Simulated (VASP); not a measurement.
Set up this calculation in VASP 6.6.1, as the native input.

```yaml
Task: single point
Functional: LDA
Potentials_or_basis: VASP PAW LDA potentials, release 64 (Al, Cu)
Cutoff: 520 eV
k_mesh: 6 × 6 × 6
Occupations: fermi-dirac, width 0.05 eV
Spin: no spin polarisation
Dipole_correction: no
Further_INCAR_settings: ALGO = Normal; EDIFF = 1e-07; NBANDS = 18
```

The structure of Al3Cu lies in POSCAR:

```
Al3Cu
1.0
    3.9241510000      0.0000000000      0.0000000000
    0.0000000000      3.9241510000      0.0000000000
    0.0000000000      0.0000000000      3.9241510000
Al Cu
3 1
Direct
    0.0000000000      0.5000000000      0.5000000000
    0.5000000000      0.0000000000      0.5000000000
    0.5000000000      0.5000000000      0.0000000000
    0.0000000000      0.0000000000      0.0000000000
```

These files were run (other wordings do the same):

INCAR

```
SYSTEM = Al3Cu
ALGO = Normal
EDIFF = 1E-7
ENCUT = 520
ISIF = 2
ISMEAR = -1
LASPH = .True.
LCHARG = .False.
LREAL = .False.
LWAVE = .False.
NBANDS = 18
NELM = 60
PREC = Accurate
SIGMA = 0.05
```

KPOINTS

```
k-points
0
Gamma
  6 6 6
  0 0 0
```

Potentials or basis: VASP PAW LDA potentials, release 64 (Al, Cu).

Command:

```console
$ cat potpaw_LDA.64/Al/POTCAR potpaw_LDA.64/Cu/POTCAR > POTCAR
$ mpirun -np 1 vasp_std > vasp.out
```

It gave:

```json
{
  "Pressure": "-5.0 GPa",
  "Band gap on the k mesh": "zero (band 10 reaches 10.26 eV, above the bottom of band 11 at 6.05 eV)"
}
```

It took 18 s on 1 thread of AMD EPYC 7R43 64-Core Processor (Zen 3) (shared host), peak memory 0.12 GiB.
